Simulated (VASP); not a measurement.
Set up this calculation in VASP 6.6.1, as the native input.

```
Task                   : single point
Functional             : PBE
Potentials or basis    : VASP PAW PBE potentials, release 64 (B, Ir)
Cutoff                 : 520 eV
k mesh                 : 6 × 6 × 6
Occupations            : gaussian, width 0.1 eV
Spin                   : no spin polarisation
Dipole correction      : no
Further INCAR settings : ALGO = Normal; EDIFF = 1e-07; NBANDS = 17
```

The structure of B3Ir lies in POSCAR:

```
B3Ir
1.0
    3.2485481492      0.0000000000      0.0000000000
    0.0000000000      3.2485481492      0.0000000000
    0.0000000000      0.0000000000      3.2208228639
B Ir
3 1
Direct
    0.0000000000      0.5000000000      0.5000000000
    0.5000000000      0.0000000000      0.5000000000
    0.5000000000      0.5000000000      0.0000000000
    0.0000000000      0.0000000000      0.0000000000
```

The input as run:

INCAR

```
PREC = Accurate
ENCUT = 520
EDIFF = 1E-7
ISMEAR = 0
SIGMA = 0.1
LREAL = False
LASPH = True
NELM = 80
ALGO = Normal
ISIF = 2
LWAVE = False
LCHARG = False
GGA = PE
NBANDS = 17
```

KPOINTS

```
Automatic mesh
0
Gamma
  6 6 6
```

Potentials or basis: VASP PAW PBE potentials, release 64 (B, Ir).

Run with:

```sh
$ cat potpaw_PBE.64/B/POTCAR potpaw_PBE.64/Ir/POTCAR > POTCAR
$ mpirun -np 1 vasp_std > vasp.out
```

It gave:

The pressure is 0.8 GPa. The band gap on the k mesh is zero (band 9 reaches 10.32 eV, above the bottom of band 10 at 9.64 eV).

Caveat: spin-orbit coupling is left out, which moves the levels of the heavy elements.

Run time: 17 s on 1 thread of AMD EPYC 7R43 64-Core Processor (Zen 3), with other jobs on the host, peak memory 0.12 GiB.
